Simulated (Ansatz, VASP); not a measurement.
**Ga2GeO2 in VASP and in Ansatz**

The input INCAR:

```
SYSTEM = Ga2GeO2
PREC = Accurate
ENCUT = 600
EDIFF = 1E-6
ISMEAR = 0
SIGMA = 0.1
LREAL = .False.
LASPH = .True.
NELM = 60
ALGO = Normal
ISIF = 3
LWAVE = .False.
LCHARG = .False.
GGA = PE
IBRION = 2
NSW = 100
EDIFFG = -0.01
```

Contents of KPOINTS:

```
regular mesh
0
Gamma
  12 12 6
  0 0 0
```

File POSCAR:

```
Ga2GeO2
1.0
    3.8711856563      0.0000000000      0.0000000000
   -1.9355928282      3.3525451212      0.0000000000
    0.0000000000      0.0000000000      6.4836943124
Ga Ge O
2 1 2
Direct
    0.3333333333      0.6666666667      0.7216848201
    0.3333333333      0.6666666667      0.2783151799
    0.6666666667      0.3333333333      0.5000000000
    0.0000000000      0.0000000000      0.0000000000
    0.3333333333      0.6666666667      0.0000000000
```

Input for Ansatz:

```yaml
crystal:
  lattice:
    - [3.8711856563, 0.0, 0.0]
    - [-1.9355928282, 3.3525451212, 0.0]
    - [0.0, 0.0, 6.4836943124]
  atoms:
    - { symbol: Ga, position: [0.3333333333, 0.6666666667, 0.7216848201] }
    - { symbol: Ga, position: [0.3333333333, 0.6666666667, 0.2783151799] }
    - { symbol: Ge, position: [0.6666666667, 0.3333333333, 0.5] }
    - { symbol: O, position: [0.0, 0.0, 0.0] }
    - { symbol: O, position: [0.3333333333, 0.6666666667, 0.0] }
basis:
  ecutwfc: 420
kpoints:
  mp_grid: { grid: [12, 12, 6] }
hamiltonian:
  xc: pbe
scf:
  occupations: { method: gaussian, width: 0.1 }
output:
  forces: true
  stress: true
  eigenvalues: true
  write_density: true
  write_potential: true
  elf: true
  volumetric_format: npy
relax:
  adjacent_minimum: "off"
  f_tol: 0.01
  max_steps: 80
  cell: { stress_tol: 0.05 }
```

Alike in both runs: task relaxation of cell and atoms; functional PBE; k mesh 12 × 12 × 6; occupations gaussian, width 0.1 eV; no spin polarisation.

|  | VASP | Ansatz |
| --- | --- | --- |
| version | VASP 6.6.1 | Ansatz 0.2.0 |
| potentials or method | VASP PAW PBE potentials, release 64 (Ga_d, Ge_d, O), cutoff 600 eV | scalar-relativistic, plane waves, PAW |
| valence electrons in the cell | 52 | 52 |

Ansatz gave:

```
gap on the k mesh at the Fermi level, each at its own relaxed structure (eV) : none
relaxed volume (Å³/atom)                                                     : 16.84
relaxed length of the cell vector where the two differ most in proportion (Å)              : 6.636
```

Question: Estimate VASP's values.

Answer: gap on the k mesh at the Fermi level, each at its own relaxed structure (eV): none; relaxed volume (Å³/atom): 16.83; relaxed length of the cell vector where the two differ most in proportion (Å): 6.643.

A gap of «none» marks a metal or a gap that the smearing closes.
